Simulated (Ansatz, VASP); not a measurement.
## Sb: VASP beside Ansatz

INCAR

```
SYSTEM = Sb
  ALGO = Normal
  EDIFF = 1E-7
  ENCUT = 520
  GGA = PS
  ISIF = 2
  ISMEAR = -1
  LASPH = .True.
  LCHARG = .True.
  LELF = .True.
  LREAL = .False.
  LVHAR = .True.
  LWAVE = .False.
  NBANDS = 12
  NELM = 60
  PREC = Accurate
  SIGMA = 0.1
```

KPOINTS

```
k-points
0
Gamma
  13 13 7
  0 0 0
```

Contents of POSCAR:

```
Sb
1.0
    3.2752082023      0.0000000000      0.0000000000
   -1.6376041011      2.8364135058      0.0000000000
    0.0000000000      0.0000000000      5.0620974677
Sb
2
Direct
    0.3333333333      0.6666666667      0.2500000000
    0.6666666667      0.3333333333      0.7500000000
```

Input for Ansatz:

```yaml
crystal:
  lattice:
    - [3.2752082023, 0.0, 0.0]
    - [-1.6376041011, 2.8364135058, 0.0]
    - [0.0, 0.0, 5.0620974677]
  atoms:
    - { symbol: Sb, position: [0.3333333333, 0.6666666667, 0.25] }
    - { symbol: Sb, position: [0.6666666667, 0.3333333333, 0.75] }
kpoints:
  mp_grid: { grid: [13, 13, 7] }
scf:
  occupations: { method: fermi_dirac, width: 0.1 }
hamiltonian:
  xc: pbesol
  pseudopotentials: { kind: all_electron, lapw: { basis_error: 0.001 } }
output:
  forces: true
  stress: true
  eigenvalues: true
  populations: true
```

Change from the starting cell: volume scaled by 0.9, LAPW.

Alike in both runs: task single point; functional PBEsol; k mesh 13 × 13 × 7; occupations fermi-dirac, width 0.1 eV; no spin polarisation.

```csv
,VASP,Ansatz
version,VASP 6.6.1,Ansatz 0.2.0
potentials or method,"VASP PAW PBE potentials, release 64 (Sb), cutoff 520 eV","all-electron LAPW, scalar-relativistic"
```

```csv
,VASP,Ansatz,Ansatz less VASP
pressure (GPa),9.1,9.0,-0.09
```

VASP's potentials were made for PBE, not for PBEsol. Ansatz ran all-electron here, and VASP with PAW potentials.

Neither program's run includes spin-orbit coupling.
